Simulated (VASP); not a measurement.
# Au (P6_3/mmc) in VASP: single point with PBEsol

Aim: the single point of Au with PBEsol.

Everything below comes from runs of VASP 6.6.1. Logs are shortened: lines on timing, memory, paths and dates and some standing lists are left out, and cuts for length are marked.

## (1) The cell of the first run

The structure is hexagonal, space group P6_3/mmc (No. 194). The conventional cell has a = 2.769 Å, b = 2.769 Å, c = 9.593 Å, α = 90.00°, β = 90.00°, γ = 120.00°. Within 3.6 Å of Au (site symmetry -6m2) lie 12 Au at 2.77 to 2.88 Å. Au (site symmetry -3m) has 12 Au at 2.77 to 2.88 Å within 3.6 Å.

This isn't the form of Au at room conditions, which is fcc.

## (2) Single point, PBEsol (Ag replaced by Au, lengths x 0.963, strained)

File INCAR:

```
  PREC = Accurate
  ENCUT = 520
  EDIFF = 1E-7
  ISMEAR = 0
  SIGMA = 0.1
  LREAL = False
  LASPH = True
  NELM = 80
  ALGO = Fast
  ISIF = 2
  LWAVE = False
  LCHARG = False
  GGA = PS
  NBANDS = 30
```

File KPOINTS:

```
regular mesh
0
Gamma
  9 9 2
```

File POSCAR:

```
Au
1.0
    2.7687650882      0.0000000000      0.0000000000
   -1.3843825441      2.3978209035      0.0000000000
    0.0000000000      0.0000000000      9.5931194483
Au
4
Direct
    0.3333333333      0.6666666667      0.2500000000
    0.6666666667      0.3333333333      0.7500000000
    0.0000000000      0.0000000000      0.0000000000
    0.0000000000      0.0000000000      0.5000000000
```

Potentials or basis: VASP PAW PBE potentials, release 64 (Au).

Launch:

```bash
> cat potpaw_PBE.64/Au/POTCAR > POTCAR
> mpirun -np 1 vasp_std > vasp.out
```

OUTCAR:

```text
PREC = Accurate
   ENCUT = 520
   EDIFF = 1E-7
   ISMEAR = 0
   LREAL = False
   LASPH = True
   NELM = 80
   ISIF = 2
   GGA = PS

 ion  position               nearest neighbor table
   1  0.333  0.667  0.250-   3 2.88   4 2.88   3 2.88   4 2.88   3 2.88   4 2.88
   2  0.667  0.333  0.750-   3 2.88   4 2.88   3 2.88   4 2.88   3 2.88   4 2.88
   3  0.000  0.000  0.000-   1 2.88   2 2.88   2 2.88   1 2.88   2 2.88   1 2.88
   4  0.000  0.000  0.500-   1 2.88   2 2.88   2 2.88   1 2.88   2 2.88   1 2.88

  LATTYP: Found a hexagonal cell.
 ALAT       =     2.7687650882
 C/A-ratio  =     3.4647646668

  Lattice vectors:

 A1 = (   2.7687650882,   0.0000000000,   0.0000000000)
 A2 = (  -1.3843825441,   2.3978209035,   0.0000000000)
 A3 = (   0.0000000000,   0.0000000000,   9.5931194483)

Analysis of symmetry for initial positions (statically):
=====================================================================
 Subroutine PRICEL returns:
 Original cell was already a primitive cell.

 Routine SETGRP: Setting up the symmetry group for a
 hexagonal supercell.

 Subroutine GETGRP returns: Found 24 space group operations
 (whereof 12 operations were pure point group operations)
 out of a pool of 24 trial point group operations.

The static configuration has the point symmetry D_3d.
 The point group associated with its full space group is D_6h.

Analysis of symmetry for dynamics (positions and initial velocities):
=====================================================================
 Subroutine PRICEL returns:
 Original cell was already a primitive cell.

 Routine SETGRP: Setting up the symmetry group for a
 hexagonal supercell.

 Subroutine GETGRP returns: Found 24 space group operations
 (whereof 12 operations were pure point group operations)
 out of a pool of 24 trial point group operations.

The dynamic configuration has the point symmetry D_3d.
 The point group associated with its full space group is D_6h.

 Subroutine INISYM returns: Found 24 space group operations
 (whereof 12 operations are pure point group operations),
 and found     1 'primitive' translations

----------------------------------------------------------------------------------------

                                     Primitive cell

  volume of cell :      63.6887

  direct lattice vectors                    reciprocal lattice vectors
     2.768765088  0.000000000  0.000000000     0.361171847  0.208522663  0.000000000
    -1.384382544  2.397820903  0.000000000     0.000000000  0.417045326  0.000000000
     0.000000000  0.000000000  9.593119448     0.000000000  0.000000000  0.104241379

  length of vectors
     2.768765088  2.768765088  9.593119448     0.417045326  0.417045326  0.104241379

  position of ions in fractional coordinates (direct lattice)
     0.333333333  0.666666667  0.250000000
     0.666666667  0.333333333  0.750000000
     0.000000000  0.000000000  0.000000000
     0.000000000  0.000000000  0.500000000

  ion indices of the primitive-cell ions
   primitive index   ion index
                 1           1
                 2           2
                 3           3
                 4           4

----------------------------------------------------------------------------------------

 KPOINTS: regular mesh

Automatic generation of k-mesh.
 Grid dimensions read from file:
 generate k-points for:    9    9    2

 Generating k-lattice:

  Cartesian coordinates                     Fractional coordinates (reciprocal lattice)
     0.040130205  0.023169185  0.000000000     0.111111111  0.000000000  0.000000000
     0.000000000  0.046338370  0.000000000     0.000000000  0.111111111  0.000000000
     0.000000000  0.000000000  0.052120689     0.000000000  0.000000000  0.500000000

  Length of vectors
     0.046338370  0.046338370  0.052120689

  Shift w.r.t. Gamma in fractional coordinates (k-lattice)
     0.000000000  0.000000000  0.000000000

 Subroutine IBZKPT returns following result:
 ===========================================

 Found     24 irreducible k-points:

 Following reciprocal coordinates:
            Coordinates               Weight
  0.000000  0.000000  0.000000      1.000000
  0.111111  0.000000  0.000000      6.000000
  0.222222  0.000000  0.000000      6.000000
  0.333333  0.000000  0.000000      6.000000
  0.444444  0.000000  0.000000      6.000000
  0.111111  0.111111  0.000000      6.000000
[... 16 lines left out ...]
  0.333333  0.222222  0.500000     12.000000
  0.333333  0.333333  0.500000      2.000000
   k-points           NKPTS =     24   k-points in BZ     NKDIM =     24   number of bands    NBANDS=     30
   number of dos      NEDOS =    301   number of ions     NIONS =      4
   total plane-waves  NPLWV =  41472
   dimension x,y,z NGX =    24 NGY =   24 NGZ =   72
   dimension x,y,z NGXF=    48 NGYF=   48 NGZF=  144
   ions per type =               4
   NGX,Y,Z   is equivalent  to a cutoff of  14.41, 14.41, 12.48 a.u.
   NGXF,Y,Z  is equivalent  to a cutoff of  28.82, 28.82, 24.95 a.u.
 SYSTEM =  unknown system
   PREC   = accura    normal or accurate (medium, high low for compatibility)
   ISTART =      0    job   : 0-new  1-cont  2-samecut
   ICHARG =      2    charge: 1-file 2-atom 10-const
   ISPIN  =      1    spin polarized calculation?
   LNONCOLLINEAR =      F non collinear calculations
   LSORBIT =      F    spin-orbit coupling
   LASPH  =      T    aspherical Exc in radial PAW
   ENCUT  =  520.0 eV  38.22 Ry    6.18 a.u.   5.15  5.15 17.84*2*pi/ulx,y,z
   NELM   =     80;   NELMIN=  2; NELMDL= -5     # of ELM steps
   EDIFF  = 0.1E-06   stopping-criterion for ELM
   LREAL  =      F    real-space projection
   EDIFFG = 0.1E-05   stopping-criterion for IOM
   NSW    =      0    number of steps for IOM
   IBRION =     -1    ionic relax: 0-MD 1-quasi-New 2-CG
   NFREE  =      0    steps in history (QN), initial steepest desc. (CG)
   ISIF   =      2    stress and relaxation
   ISYM   =      2    0-nonsym 1-usesym 2-fastsym
   POTIM  = 0.5000    time-step for ionic-motion
   TEBEG  =    0.0;   TEEND  =   0.0 temperature during run
   PSTRESS=    0.0 pullay stress
   NELECT =      44.0000    total number of electrons
   NUPDOWN=      -1.0000    fix difference up-down
   EMIN   =  10.00;   EMAX   =-10.00  energy-range for DOS
   EFERMI =   0.00;   METHOD = LEGACY
   ISMEAR =     0;   SIGMA  =   0.10  broadening in eV -4-tet -1-fermi 0-gaus
   EFERMI_NEDOS =   21; number of points for ismear=-14 and -15
   IALGO  =     68    algorithm
   IMIX   =      4    mixing-type and parameters
     AMIX     =   0.40;   BMIX     =  1.00
     AMIX_MAG =   1.60;   BMIX_MAG =  1.00
  volume/ion in A,a.u.               =      15.92       107.45
  Fermi-wavevector in a.u.,A,eV,Ry     =   1.447232  2.734872 28.497136  2.094480
  Thomas-Fermi vector in A             =   2.565210
   LORBIT       =      0    0 simple, 1 ext, 2 COOP (PROOUT), +10 PAW based schemes
   GGA     = PS    functional components
   LHFCALC =     F    Hartree Fock is set to
   AEXX    =    0.0000 exact exchange contribution
   IVDW    =     0    specifies the selected vdW correction
   LEPSILON=     F    determine dielectric tensor
   LRPA    =     F    only Hartree local field effects (RPA)
 non-spin polarized calculation
 RMM-DIIS sequential band-by-band and
 Gauss-broadening in eV      SIGMA  =   0.10
  energy-cutoff  :      520.00
  volume of cell :       63.69
 maximum number of plane-waves:      1735
 NGX is ok and might be reduce to    24
   NGX = 11   NGY = 11   NGZ = 35

 number of electron      44.0000012 magnetization

 Free energy of the ion-electron system (eV)
  ---------------------------------------------------
  ext. energy  EPLUGINS =         0.00000000
  ---------------------------------------------------
  free energy    TOTEN  =       -15.48330470 eV

  energy without entropy =      -15.47686881  energy(sigma->0) =      -15.48008675

 E-fermi :  10.2715     XC(G=0): -13.2874

 val. band max:       10.2076241939   @ k =   0.3333   0.1111   0.0000
 cond. band min:      10.3230935425   @ k =   0.2222   0.2222   0.0000
 fundamental gap:      0.1154693485
 Fermi energy:        10.2715166165

 k-point     1 :       0.0000    0.0000    0.0000
  band No.  band energies     occupation
      1      -0.2141      2.00000
      2       1.4536      2.00000
      3       1.4748      2.00000
      4       2.2689      2.00000
      5       4.9843      2.00000
      6       5.0493      2.00000
[... 22 lines left out ...]
     29      25.0815      0.00000
     30      25.9987      0.00000

 k-point     2 :       0.1111    0.0000    0.0000
  band No.  band energies     occupation
      1       0.2114      2.00000
      2       1.8615      2.00000
      3       1.8820      2.00000
      4       2.6381      2.00000
      5       4.7583      2.00000
      6       4.8832      2.00000
[... 22 lines left out ...]
     29      25.3472      0.00000
     30      26.0180      0.00000

 k-point     3 :       0.2222    0.0000    0.0000
  band No.  band energies     occupation
      1       1.3398      2.00000
      2       2.7306      2.00000
      3       2.7488      2.00000
      4       3.3679      2.00000
      5       4.3200      2.00000
      6       4.4870      2.00000
[... 22 lines left out ...]
     29      23.9671      0.00000
     30      23.9709      0.00000

 k-point     4 :       0.3333    0.0000    0.0000
  band No.  band energies     occupation
      1       2.4381      2.00000
      2       2.9257      2.00000
      3       2.9993      2.00000
      4       3.3637      2.00000
      5       3.9741      2.00000
      6       4.0593      2.00000
[... 22 lines left out ...]
     29      22.4637      0.00000
     30      23.1141      0.00000

 k-point     5 :       0.4444    0.0000    0.0000
  band No.  band energies     occupation
      1       2.5618      2.00000
      2       2.7074      2.00000
      3       2.8981      2.00000
      4       3.1985      2.00000
      5       3.6174      2.00000
      6       4.0646      2.00000
[... 22 lines left out ...]
     29      19.2442      0.00000
     30      21.5778      0.00000
[... 526 lines left out ...]
     29      20.2866      0.00000
     30      20.2866      0.00000

 k-point    22 :       0.2222    0.2222    0.5000
  band No.  band energies     occupation
      1       3.4422      2.00000
      2       3.4422      2.00000
      3       3.7860      2.00000
      4       3.7860      2.00000
      5       4.4288      2.00000
      6       4.4288      2.00000
[... 22 lines left out ...]
     29      20.0244      0.00000
     30      20.0244      0.00000

 k-point    23 :       0.3333    0.2222    0.5000
  band No.  band energies     occupation
      1       3.6758      2.00000
      2       3.6758      2.00000
      3       3.7637      2.00000
      4       3.7637      2.00000
      5       4.1123      2.00000
      6       4.1123      2.00000
[... 22 lines left out ...]
     29      19.2415      0.00000
     30      19.2415      0.00000

 k-point    24 :       0.3333    0.3333    0.5000
  band No.  band energies     occupation
      1       3.8564      2.00000
      2       3.8564      2.00000
      3       4.1814      2.00000
      4       4.1814      2.00000
      5       4.5320      2.00000
      6       4.5320      2.00000
[... 22 lines left out ...]
     29      18.5519      0.00000
     30      18.5526      0.00000

------------------------ aborting loop because EDIFF is reached ----------------------------------------

  FORCE on cell =-STRESS in cart. coord.  units (eV):
  Direction    XX          YY          ZZ          XY          YZ          ZX
  --------------------------------------------------------------------------------------
  -------------------------------------------------------------------------------------
  Total        6.9533953      6.9533953      3.2635388      0.0000000      0.0000000      0.0000000
  in kB      174.9221475    174.9221475     82.0987721      0.0000000      0.0000000      0.0000000
  external PRESSURE =     143.9810224 kB  Pullay stress =       0.0000000 kB

 VOLUME and BASIS-vectors are now :
 -----------------------------------------------------------------------------
  energy-cutoff  :      520.00
  volume of cell :       63.69
      direct lattice vectors                 reciprocal lattice vectors
     2.768765088  0.000000000  0.000000000     0.361171847  0.208522663  0.000000000
    -1.384382544  2.397820903  0.000000000     0.000000000  0.417045326  0.000000000
     0.000000000  0.000000000  9.593119448     0.000000000  0.000000000  0.104241379

 POSITION                                       TOTAL-FORCE (eV/Angst)
 -----------------------------------------------------------------------------------
     -0.00000      1.59855      2.39828         0.000000     -0.000000     -0.000000
      1.38438      0.79927      7.19484        -0.000000      0.000000      0.000000
      0.00000      0.00000      0.00000         0.000000      0.000000      0.000000
      0.00000      0.00000      4.79656         0.000000      0.000000      0.000000
 -----------------------------------------------------------------------------------
    total drift:                               -0.000000      0.000000      0.000000

  FREE ENERGIE OF THE ION-ELECTRON SYSTEM (eV)
  ---------------------------------------------------
  free  energy   TOTEN  =       -15.4833046990 eV

  energy  without entropy=      -15.4768688051  energy(sigma->0) =      -15.48008675
```

Wall time 41 s (1 thread of Intel Xeon Platinum 8488C (Sapphire Rapids), shared host); peak memory 0.2 GiB.

What came out:

```
Free energy            : -15.4833 eV
Pressure               : 14.4 GPa
Band gap on the k mesh : zero (bands 22 and 23 overlap by 5.63 eV)
```

Caveat: the cell differs from its parent crystal (Ag replaced by Au, lengths x 0.963, strained); the cell stands under pressure; the PAW data sets were made with another functional, which shifts forces and pressure a little; spin-orbit coupling is left out, which moves the levels of the heavy elements.
